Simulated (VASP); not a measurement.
Here is a VASP 6.6.1 calculation.

INCAR

```
PREC     = Accurate       # precision mode
ENCUT    = 600            # plane-wave cutoff, eV
EDIFF    = 1E-6           # SCF threshold, eV
ISMEAR   = -1             # smearing method
SIGMA    = 0.1            # smearing width, eV
LREAL    = F              # projectors in reciprocal space
LASPH    = T              # aspherical terms in the spheres
NELM     = 80             # most SCF steps
ALGO     = Normal         # electronic algorithm
ISIF     = 3              # what is computed and relaxed
LWAVE    = F              # write WAVECAR
LCHARG   = F              # write CHGCAR
GGA      = PE             # functional
IBRION   = 2              # ionic algorithm
NSW      = 80             # ionic steps
EDIFFG   = -0.03          # ionic threshold
PSTRESS  = 450.0
```

The input KPOINTS:

```
regular mesh
0
Gamma
  19 19 19
```

The input POSCAR:

```
Nb
1.0
    0.0000000000      2.1150000000      2.1150000000
    2.1150000000      0.0000000000      2.1150000000
    2.1150000000      2.1150000000      0.0000000000
Nb
1
Direct
    0.0000000000      0.0000000000      0.0000000000
```

Potentials or basis: VASP PAW PBE potentials, release 64 (Nb_sv).

Run with:

```sh
$ cat potpaw_PBE.64/Nb_sv/POTCAR > POTCAR
$ mpirun -np 1 vasp_std > vasp.out
```

**Question.** Estimate the relaxed volume.

**Answer.** 15.42 Å³/atom.

**Question.** Predict the space group after relaxing (to 0.1 Å).

**Answer.** Fm-3m (No. 225).

Step by step:
```tsv
step	energy change (eV)	largest force (eV/Å)	pressure (GPa)	volume (Å³)
1	0.0000	0.0000	-1.53	18.92
2	12.6978	0.0000	762.76	7.51
3	0.2210	0.0000	31.12	16.19
4	0.3156	0.0000	38.67	15.75
5	0.4032	0.0000	45.08	15.42
```

Caveat: the cell is relaxed towards a set pressure, so the run minimises the enthalpy, not the energy; the volume moved by over 15 % at a fixed basis, so the end points are rough.
